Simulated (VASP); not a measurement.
Input of a VASP 6.6.1 run:

File INCAR:

```
ALGO = Normal
EDIFF = 1E-6
ENCUT = 520
GGA = PE
ISIF = 2
ISMEAR = 0
LASPH = True
LCHARG = True
LELF = True
LREAL = False
LVHAR = True
LWAVE = False
NBANDS = 14
NELM = 100
PREC = Accurate
SIGMA = 0.1
```

The input KPOINTS:

```
k-points
0
Gamma
  18 18 18
```

POSCAR

```
Be3Se
1.0
   -1.6155933025      1.6155933025      4.8401273514
    1.6155933025     -1.6155933025      4.8401273514
    1.6155933025      1.6155933025     -4.8401273514
Be Se
3 1
Direct
    0.5000000000      0.5000000000      0.0000000000
    0.2500000000      0.7500000000      0.5000000000
    0.7500000000      0.2500000000      0.5000000000
    0.0000000000      0.0000000000      0.0000000000
```

Potentials or basis: VASP PAW PBE potentials, release 64 (Be, Se).

The run is started by

```console
$ cat potpaw_PBE.64/Be/POTCAR potpaw_PBE.64/Se/POTCAR > POTCAR
$ mpirun -np 1 vasp_std > vasp.out
```

**Question.** Estimate the pressure.

**Answer.** 0.1 GPa.

**Question.** Estimate the band gap on the k mesh.

**Answer.** Zero (bands 6 and 7 overlap by 2.52 eV).

Stress tensor (GPa, compression positive):
```
0.16 0.00 0.00
0.00 0.16 0.00
0.00 0.00 0.00
```
